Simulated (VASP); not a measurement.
Crystal: BAs.

```
B As
1.0
     0.00000    2.40963    2.40963
     2.40963    0.00000    2.40963
     2.40963    2.40963    0.00000
B As
1 1
Cartesian
  1.2048 1.2048 1.2048
  0.0000 0.0000 0.0000
```

Base run:

- Program: VASP 6.6.1
- Functional: BLYP
- Potentials or basis: VASP PAW PBE potentials, release 64 (B, As)
- Cutoff: 520 eV
- k mesh: 6 × 6 × 6
- Occupations: gaussian, width 0.1 eV
- Spin: no spin polarisation

Its results: band gap on the k mesh 1.50 eV, indirect (least direct gap 3.33 eV); pressure 4.9 GPa.

Question: After a change of settings the same cell gave: band gap on the k mesh 1.29 eV, indirect (least direct gap 3.24 eV); pressure -0.2 GPa. Which change was it?
A. functional from BLYP to PBE; cutoff from 520 eV to 500 eV; occupations from gaussian, width 0.1 eV to methfessel-paxton, width 0.272114 eV
B. cutoff from 520 eV to 500 eV; spin from no spin polarisation to collinear spin, zero start; further incar settings from ALGO = Normal; EDIFF = 1e-06; NBANDS = 11 to ALGO = Normal; EDIFF = 1e-06; NBANDS = 15
C. functional from BLYP to r2SCAN; cutoff from 520 eV to 550 eV; k mesh from 6 × 6 × 6 to 1 × 1 × 1

Answer: A.

Caveats: the PAW data sets were made with another functional, which shifts forces and pressure a little (some runs).
